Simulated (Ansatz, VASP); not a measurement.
# Sr: VASP beside Ansatz

```xyz
1
Lattice="-2.4250 2.4250 2.4250 2.4250 -2.4250 2.4250 2.4250 2.4250 -2.4250" Properties=species:S:1:pos:R:3 pbc="T T T"
Sr    0.0000    0.0000    0.0000
```

Alike in both runs: task single point; functional PBEsol; k mesh 14 × 14 × 14; occupations gaussian, width 0.15 eV; no spin polarisation.

|  | VASP | Ansatz |
| --- | --- | --- |
| version | VASP 6.6.1 | Ansatz 0.2.0 |
| potentials or method | VASP PAW PBE potentials, release 64 (Sr_sv), cutoff 520 eV | scalar-relativistic, plane waves, PAW |
| valence electrons in the cell | 10 | 10 |

|  | VASP | Ansatz | Ansatz less VASP |
| --- | --- | --- | --- |
| gap on the k mesh at the Fermi level (eV) | none | none | - |
| pressure (GPa) | -1.1 | -1.1 | -0.01 |

VASP's potentials were made for PBE, not for PBEsol. A gap of «none» marks a metal or a gap that the smearing closes.
